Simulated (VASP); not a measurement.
# CuAu (P4/mmm) in VASP: notebook, part 3 of 3

VASP 6.6.1.

## (4) Electric field gradients, PBEsol (volume scaled by 0.98)

INCAR reads:

```
SYSTEM = CuAu
PREC = Accurate
ENCUT = 520
EDIFF = 1E-8
ISMEAR = -1
SIGMA = 0.05
LREAL = .False.
LASPH = .True.
NELM = 80
ALGO = Normal
ISIF = 2
LWAVE = .False.
LCHARG = .False.
GGA = PS
LEFG = .True.
NBANDS = 18
```

KPOINTS reads:

```
regular mesh
0
Gamma
  13 13 10
  0 0 0
```

POSCAR reads:

```
CuAu
1.0
    2.7812074875      0.0000000000      0.0000000000
    0.0000000000      2.7812074875      0.0000000000
    0.0000000000      0.0000000000      3.6453683854
Cu Au
1 1
Direct
    0.5000000000      0.5000000000      0.5000000000
    0.0000000000      0.0000000000      0.0000000000
```

Potentials or basis: VASP PAW PBE potentials, release 64 (Cu, Au).

On the command line:

```bash
cat potpaw_PBE.64/Cu/POTCAR potpaw_PBE.64/Au/POTCAR > POTCAR
mpirun -np 1 vasp_std > vasp.out
```

OUTCAR:

```text
SYSTEM = CuAu
   PREC = Accurate
   ENCUT = 520
   EDIFF = 1E-8
   ISMEAR = -1
   LREAL = .False.
   LASPH = .True.
   NELM = 80
   ISIF = 2
   GGA = PS

 ion  position               nearest neighbor table
   1  0.500  0.500  0.500-   2 2.68   2 2.68   2 2.68   2 2.68   2 2.68   2 2.68   2 2.68   2 2.68

   2  0.000  0.000  0.000-   1 2.68   1 2.68   1 2.68   1 2.68   1 2.68   1 2.68   1 2.68   1 2.68

  LATTYP: Found a simple tetragonal cell.
 ALAT       =     2.7812074875
 C/A-ratio  =     1.3107142857

  Lattice vectors:

 A1 = (   2.7812074875,   0.0000000000,   0.0000000000)
 A2 = (   0.0000000000,   2.7812074875,   0.0000000000)
 A3 = (   0.0000000000,   0.0000000000,   3.6453683854)

Analysis of symmetry for initial positions (statically):
=====================================================================
 Subroutine PRICEL returns:
 Original cell was already a primitive cell.

 Routine SETGRP: Setting up the symmetry group for a
 simple tetragonal supercell.

 Subroutine GETGRP returns: Found 16 space group operations
 (whereof 16 operations were pure point group operations)
 out of a pool of 16 trial point group operations.

The static configuration has the point symmetry D_4h.

Analysis of symmetry for dynamics (positions and initial velocities):
=====================================================================
 Subroutine PRICEL returns:
 Original cell was already a primitive cell.

 Routine SETGRP: Setting up the symmetry group for a
 simple tetragonal supercell.

 Subroutine GETGRP returns: Found 16 space group operations
 (whereof 16 operations were pure point group operations)
 out of a pool of 16 trial point group operations.

The dynamic configuration has the point symmetry D_4h.

 Subroutine INISYM returns: Found 16 space group operations
 (whereof 16 operations are pure point group operations),
 and found     1 'primitive' translations

----------------------------------------------------------------------------------------

                                     Primitive cell

  volume of cell :      28.1973

  direct lattice vectors                    reciprocal lattice vectors
     2.781207488  0.000000000  0.000000000     0.359556058  0.000000000  0.000000000
     0.000000000  2.781207488  0.000000000     0.000000000  0.359556058  0.000000000
     0.000000000  0.000000000  3.645368385     0.000000000  0.000000000  0.274320698

  length of vectors
     2.781207488  2.781207488  3.645368385     0.359556058  0.359556058  0.274320698

  position of ions in fractional coordinates (direct lattice)
     0.500000000  0.500000000  0.500000000
     0.000000000  0.000000000  0.000000000

  ion indices of the primitive-cell ions
   primitive index   ion index
                 1           1
                 2           2

----------------------------------------------------------------------------------------

 KPOINTS: regular mesh

Automatic generation of k-mesh.
 Grid dimensions read from file:
 generate k-points for:   13   13   10

 Generating k-lattice:
[... 64 lines left out ...]
   EDIFFG = 0.1E-06   stopping-criterion for IOM
   NSW    =      0    number of steps for IOM
   IBRION =     -1    ionic relax: 0-MD 1-quasi-New 2-CG
   NFREE  =      0    steps in history (QN), initial steepest desc. (CG)
   ISIF   =      2    stress and relaxation
   ISYM   =      2    0-nonsym 1-usesym 2-fastsym
   POTIM  = 0.5000    time-step for ionic-motion
   TEBEG  =    0.0;   TEEND  =   0.0 temperature during run
   PSTRESS=    0.0 pullay stress
   NELECT =      22.0000    total number of electrons
   NUPDOWN=      -1.0000    fix difference up-down
   EMIN   =  10.00;   EMAX   =-10.00  energy-range for DOS
   EFERMI =   0.00;   METHOD = LEGACY
   ISMEAR =    -1;   SIGMA  =   0.05  broadening in eV -4-tet -1-fermi 0-gaus
   EFERMI_NEDOS =   21; number of points for ismear=-14 and -15
   IALGO  =     38    algorithm
   IMIX   =      4    mixing-type and parameters
     AMIX     =   0.40;   BMIX     =  1.00
     AMIX_MAG =   1.60;   BMIX_MAG =  1.00
  volume/ion in A,a.u.               =      14.10        95.14
  Fermi-wavevector in a.u.,A,eV,Ry     =   1.507115  2.848034 30.904204  2.271395
  Thomas-Fermi vector in A             =   2.617743
   LORBIT       =      0    0 simple, 1 ext, 2 COOP (PROOUT), +10 PAW based schemes
   GGA     = PS    functional components
   LHFCALC =     F    Hartree Fock is set to
   AEXX    =    0.0000 exact exchange contribution
   IVDW    =     0    specifies the selected vdW correction
   LEPSILON=     F    determine dielectric tensor
   LRPA    =     F    only Hartree local field effects (RPA)
 non-spin polarized calculation
  energy-cutoff  :      520.00
  volume of cell :       28.20
 maximum number of plane-waves:       776
 NGX is ok and might be reduce to    24
   NGX = 11   NGY = 11   NGZ = 13

 number of electron      22.0000007 magnetization

 Free energy of the ion-electron system (eV)
  ---------------------------------------------------
  ext. energy  EPLUGINS =         0.00000000
  ---------------------------------------------------
  free energy    TOTEN  =        -8.35683230 eV

  energy without entropy =       -8.35249954  energy(sigma->0) =       -8.35466592

 E-fermi :   9.0421     XC(G=0): -13.0233

 val. band max:        9.0319521110   @ k =   0.4615   0.1538   0.4000
 cond. band min:       9.0757513655   @ k =   0.4615   0.0769   0.4000
 fundamental gap:      0.0437992545
 Fermi energy:         9.0420805654

 k-point     1 :       0.0000    0.0000    0.0000
  band No.  band energies     occupation
      1      -1.1065      2.00000
      2       2.1467      2.00000
      3       2.3174      2.00000
      4       4.8426      2.00000
      5       4.8426      2.00000
      6       5.9669      2.00000
[... 481 lines left out ...]
      5       5.0021      2.00000
      6       6.1641      2.00000
[... 10 lines left out ...]
     17      22.3325      0.00000
     18      22.5259      0.00000

 [... further k-points ...]
[... 5 lines left out ...]
  --------------------------------------------------------------------------------------
  -------------------------------------------------------------------------------------
  Total        0.2390417      0.2390417      0.2991654      0.0000000      0.0000000      0.0000000
  in kB       13.5823870     13.5823870     16.9986209      0.0000000      0.0000000      0.0000000
  external PRESSURE =      14.7211317 kB  Pullay stress =       0.0000000 kB

 VOLUME and BASIS-vectors are now :
 -----------------------------------------------------------------------------
  energy-cutoff  :      520.00
  volume of cell :       28.20
      direct lattice vectors                 reciprocal lattice vectors
     2.781207488  0.000000000  0.000000000     0.359556058  0.000000000  0.000000000
     0.000000000  2.781207488  0.000000000     0.000000000  0.359556058  0.000000000
     0.000000000  0.000000000  3.645368385     0.000000000  0.000000000  0.274320698

 POSITION                                       TOTAL-FORCE (eV/Angst)
 -----------------------------------------------------------------------------------
      1.39060      1.39060      1.82268         0.000000      0.000000      0.000000
      0.00000      0.00000      0.00000         0.000000      0.000000      0.000000
 -----------------------------------------------------------------------------------
    total drift:                                0.000000      0.000000     -0.000000

  FREE ENERGIE OF THE ION-ELECTRON SYSTEM (eV)
  ---------------------------------------------------
  free  energy   TOTEN  =        -8.3568322951 eV

  energy  without entropy=       -8.3524995442  energy(sigma->0) =       -8.35466592

 Electric field gradients (V/A^2)
---------------------------------------------------------------------
 ion       V_xx      V_yy      V_zz      V_xy      V_xz      V_yz
---------------------------------------------------------------------
   1       7.148     7.148   -14.295    -0.000     0.000     0.000
   2     -42.208   -42.208    84.415     0.000     0.000     0.000
---------------------------------------------------------------------

 Electric field gradients after diagonalization (V/A^2)
 (convention: |V_zz| > |V_xx| > |V_yy|)
----------------------------------------------------------------------
 ion       V_xx      V_yy      V_zz     asymmetry (V_yy - V_xx)/ V_zz
----------------------------------------------------------------------
   1       7.148     7.148   -14.295       0.000
   2     -42.208   -42.208    84.415       0.000
----------------------------------------------------------------------

           NMR quadrupolar parameters

 Cq : quadrupolar parameter    Cq=e*Q*V_zz/h
 eta: asymmetry parameters     (V_yy - V_xx)/ V_zz
 Q  : nuclear electric quadrupole moment in mb (millibarn)
----------------------------------------------------------------------
 ion       Cq(MHz)       eta       Q (mb)
----------------------------------------------------------------------
   1      -0.035       0.000       1.000
   2       0.204       0.000       1.000
----------------------------------------------------------------------
```

stdout:

```text
POSCAR found type information on POSCAR CuAu
 POSCAR found :  2 types and       2 ions
 scaLAPACK will be used
 -----------------------------------------------------------------------------
|                                                                             |
|                                                                             |
|     You enforced a specific xc type in the INCAR file but a different       |
|     I HOPE YOU KNOW WHAT YOU ARE DOING!                                     |
|                                                                             |
 -----------------------------------------------------------------------------

 LDA part: xc-table for (Slater+PW92), standard interpolation
 POSCAR, INCAR and KPOINTS ok, starting setup
 FFT: planning ... GRIDC
 FFT: planning ... GRID_SOFT
 FFT: planning ... GRID
 WAVECAR not read
 entering main loop
ion   1

ion   2
```

It took 41 s on 1 thread of Intel Xeon 6975P-C, shared host; peak memory 0.22 GiB.

What came out:

```
Free energy            : -8.3568 eV
Pressure               : 1.5 GPa
Band gap on the k mesh : zero (band 11 reaches 13.54 eV, above the bottom of band 12 at 7.01 eV)
```

Stress tensor (GPa, compression positive):
```
1.36 0.00 0.00
0.00 1.36 0.00
0.00 0.00 1.70
```

Levels at points of the mesh, in eV from the Fermi level:
| k point | band 7 | band 8 | band 9 | band 10 | band 11 | band 12 | band 13 | band 14 | band 15 | band 16 |
| --- | --- | --- | --- | --- | --- | --- | --- | --- | --- | --- |
| (0.00, 0.00, 0.00) | -2.94 | -2.19 | -1.72 | -1.49 | -1.49 | 2.00 | 8.29 | 10.09 | 10.09 | 16.98 |
| (0.00, 0.00, 0.50) | -3.34 | -2.80 | -2.44 | -2.41 | -2.41 | -2.04 | 14.45 | 14.76 | 14.76 | 15.25 |

Electric field gradients, principal values (V/Å²):
| atom | least | middle | greatest (by size) |
| --- | --- | --- | --- |
| 1 Cu | 7.148 | 7.148 | -14.295 |
| 2 Au | -42.208 | -42.208 | 84.415 |

Caveat: without QUAD_EFG the Cq values of the log hold for a quadrupole moment of 1 mb, not for the nuclei; the PAW data sets were made with another functional, which shifts forces and pressure a little; spin-orbit coupling is left out, which moves the levels of the heavy elements.
